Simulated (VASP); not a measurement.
Wanted: the native input for a VASP 6.6.1 run.

| Quantity | Value |
| --- | --- |
| Task | relaxation of cell and atoms |
| Functional | BLYP |
| Potentials or basis | VASP PAW PBE potentials, release 64 (Cu) |
| Cutoff | 600 eV |
| k mesh | 14 × 14 × 4 |
| Occupations | fermi-dirac, width 0.1 eV |
| Spin | no spin polarisation |
| Dipole correction | no |
| Further INCAR settings | ALGO = Normal; EDIFF = 1e-06; IBRION = 2; EDIFFG = -0.01; NSW = 80; ISIF = 3 |

The structure of Cu lies in POSCAR:

```
Cu
1.0
    2.5561591618      0.0000000000      0.0000000000
   -1.2780795809      2.2136987702      0.0000000000
    0.0000000000      0.0000000000      8.3484158223
Cu
4
Direct
    0.0000000000      0.0000000000      0.0000000000
    0.0000000000      0.0000000000      0.5000000000
    0.3333333333      0.6666666667      0.2500000000
    0.6666666667      0.3333333333      0.7500000000
```

This isn't the form of Cu at room conditions, which is fcc.

These files were run (other wordings do the same):

INCAR

```
SYSTEM = Cu
AGGAC = 1.0 ; AGGAX = 1.0
ALDAC = 0.0 ; ALDAX = 1.0
ALGO = Normal ; EDIFF = 1E-6
EDIFFG = -0.01 ; ENCUT = 600
GGA = B5 ; IBRION = 2
ISIF = 3 ; ISMEAR = -1
LASPH = .True. ; LCHARG = .False.
LREAL = .False. ; LWAVE = .False.
NELM = 100 ; NSW = 80
PREC = Accurate ; SIGMA = 0.1
```

KPOINTS

```
k-points
0
Gamma
  14 14 4
  0 0 0
```

Potentials or basis: VASP PAW PBE potentials, release 64 (Cu).

Command:

```console
$ cat potpaw_PBE.64/Cu/POTCAR > POTCAR
$ mpirun -np 1 vasp_std > vasp.out
```

It gave:

| Item | Value |
| --- | --- |
| Relaxed volume | 12.78 Å³/atom |
| Relaxed cell | a = 2.626 Å, b = 2.626 Å, c = 8.562 Å, α = 90.00°, β = 90.00°, γ = 120.00° |
| Space group after relaxing (to 0.1 Å) | P6_3/mmc (No. 194) |
| Energy gained by relaxing | 30.1 meV/atom |
| Ionic steps | 8 |
| Pressure after relaxing | -0.1 GPa |
| Band gap on the k mesh | zero (bands 22 and 23 overlap by 4.48 eV) |

Caveat: the PAW data sets were made with another functional, which shifts forces and pressure a little.

Wall time 7.3 min on 1 thread of Intel(R) Xeon(R) Platinum 8488C (Sapphire Rapids), on a shared host, peak memory 0.23 GiB.
